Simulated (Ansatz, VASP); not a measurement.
One calculation of PbSe, two programs

```xyz
2
Lattice="3.7843 0.0000 0.0000 0.0000 3.7843 0.0000 0.0000 0.0000 3.7843" Properties=species:S:1:pos:R:3 pbc="T T T"
Pb    0.0000    0.0000    0.0000
Se    1.8922    1.8922    1.8922
```

Alike in both runs: functional LDA; k mesh 7 × 7 × 7; occupations fermi-dirac, width 0.05 eV; no spin polarisation.

|  | VASP | Ansatz |
| --- | --- | --- |
| version | VASP 6.6.1 | Ansatz 0.2.0 |
| potentials or method | VASP PAW LDA potentials, release 64 (Pb_d, Se) | Ansatz PAW |
| plane-wave cutoff (eV) | 520 | 420 |
| valence electrons in the cell | 20 | 30 |
| task | single point | band structure |

```csv
,VASP,Ansatz,Ansatz less VASP
gap on the k mesh at the Fermi level (eV),none,none,-
pressure (GPa),-4.7,-4.8,-0.06
```

LDA's correlation is that of Perdew and Zunger in VASP and of Perdew and Wang (1992) in Ansatz. A gap of «none» marks a metal or a gap that the smearing closes. VASP's potentials hold 20 valence electrons a cell and Ansatz's 30, so a difference there can come from the potentials and not from the codes.

Spin-orbit coupling is off throughout.
